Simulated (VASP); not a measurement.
Set up this calculation in VASP 6.6.1, as the native input.

| Property | Result |
| --- | --- |
| Task | relaxation of cell and atoms |
| Functional | r2SCAN |
| Dispersion | D4 |
| Potentials or basis | VASP PAW PBE potentials, release 64 (Ti_sv, N) |
| Cutoff | 660 eV |
| k mesh | 11 × 11 × 11 |
| Occupations | gaussian, width 0.1 eV |
| Spin | no spin polarisation |
| Dipole correction | no |
| Further INCAR settings | ALGO = Normal; EDIFF = 1e-07; IBRION = 2; EDIFFG = -0.05; NSW = 80; ISIF = 3 |

TiN:

```
Ti N
1.0
     0.00000    2.11900    2.11900
     2.11900    0.00000    2.11900
     2.11900    2.11900    0.00000
Ti N
1 1
Direct
  0.00000 0.00000 0.00000
  0.50000 0.50000 0.50000
```

These files were run (other wordings do the same):

POSCAR

```
TiN
1.0
    0.0000000000      2.1190000000      2.1190000000
    2.1190000000      0.0000000000      2.1190000000
    2.1190000000      2.1190000000      0.0000000000
Ti N
1 1
Direct
    0.0000000000      0.0000000000      0.0000000000
    0.5000000000      0.5000000000      0.5000000000
```

INCAR.step1

```
SYSTEM = TiN
ALGO = Normal
EDIFF = 1E-5
EDIFFG = -0.005
ENCUT = 660
GGA = PE
GGA_COMPAT = .False.
IBRION = 2
ISIF = 3
ISMEAR = 0
LASPH = .True.
LCHARG = .False.
LREAL = .False.
LWAVE = .True.
NELM = 120
NELMIN = 4
NSW = 100
PREC = Accurate
SIGMA = 0.1
```

INCAR.step2

```
SYSTEM = TiN
ALGO = Normal
EDIFF = 1E-7
EDIFFG = -0.05
ENCUT = 660
GGA_COMPAT = .False.
IBRION = 2
ISIF = 3
ISMEAR = 0
ISTART = 1
IVDW = 13
LASPH = .True.
LCHARG = .False.
LMIXTAU = .True.
LREAL = .False.
LWAVE = .False.
METAGGA = R2SCAN
NELM = 120
NELMIN = 4
NSW = 80
PREC = Accurate
SIGMA = 0.1
VDW_A1 = 0.51559235
VDW_A2 = 5.77342911
VDW_S6 = 1.0
VDW_S8 = 0.6018749
```

KPOINTS

```
k-points
0
Gamma
  11 11 11
  0 0 0
```

Potentials or basis: VASP PAW PBE potentials, release 64 (Ti_sv, N).

Run with:

```console
$ cat potpaw_PBE.64/Ti_sv/POTCAR potpaw_PBE.64/N/POTCAR > POTCAR
$ cp INCAR.step1 INCAR
$ mpirun -np 1 vasp_std > vasp.out
$ cp INCAR.step2 INCAR
$ mpirun -np 1 vasp_std > vasp.out
```

It gave:

```
Relaxed volume                        : 9.45 Å³/atom
Relaxed cell                          : a = 2.990 Å, b = 2.990 Å, c = 2.990 Å, α = 60.00°, β = 60.00°, γ = 60.00°
Space group after relaxing (to 0.1 Å) : Fm-3m (No. 225)
Energy gained by relaxing             : 0.4 meV/atom
Ionic steps                           : 3
Pressure after relaxing               : 0.0 GPa
Band gap on the k mesh                : zero (an odd number of electrons rules out a gap without spin polarisation)
Dispersion energy per atom            : -0.124 eV
```

Caveat: the PAW data sets were made with another functional, which shifts forces and pressure a little.

It took 5.8 min on 1 thread of Intel(R) Xeon(R) Platinum 8488C (Sapphire Rapids) (shared host), peak memory 0.18 GiB.
